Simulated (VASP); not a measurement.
A run of VASP 6.6.1:

The input INCAR:

```
  ALGO = Normal
  DIPOL = 0.5 0.5 0.488
  EDIFF = 1E-7
  ENCUT = 520
  GGA = PS
  IDIPOL = 3
  ISIF = 2
  ISMEAR = 0
  ISPIN = 2
  LASPH = True
  LCHARG = False
  LDIPOL = True
  LMAXMIX = 4
  LORBIT = 11
  LREAL = False
  LWAVE = False
  MAGMOM = 0 0 0 0 0 0 4
  NBANDS = 32
  NELM = 150
  PREC = Accurate
  SIGMA = 0.05
```

The input KPOINTS:

```
k-points
0
Gamma
  9 9 1
```

File POSCAR:

```
Si6W
1.0
    3.8248883545      0.0000000000      0.0000000000
   -1.9124441773      3.3124504817      0.0000000000
    0.0000000000      0.0000000000     26.1211317213
Si W
6 1
Direct
    0.6666666667      0.3333333334      0.3254070340
    0.3333333333      0.6666666667      0.3559122531
    0.3333333333      0.6666666667      0.4464642100
    0.6666666667      0.3333333334      0.4756407863
    0.6666666667      0.3333333334      0.5672640819
    0.3333333333      0.6666666667      0.5929366410
    0.3333333333      1.1666666667      0.6491971792
```

Potentials or basis: VASP PAW PBE potentials, release 64 (Si, W_sv).

Run with:

```console
$ cat potpaw_PBE.64/Si/POTCAR potpaw_PBE.64/W_sv/POTCAR > POTCAR
$ mpirun -np 1 vasp_std > vasp.out
```

Hardware: 1 thread of Oxide Virtual Turin-like Processor, on a shared host.

Q: Estimate the wall time of this run.

A: It took 42 min on 1 thread of Oxide Virtual Turin-like Processor, with other jobs on the host, peak memory 0.72 GiB. Counts: scf iterations 59, k points 25.
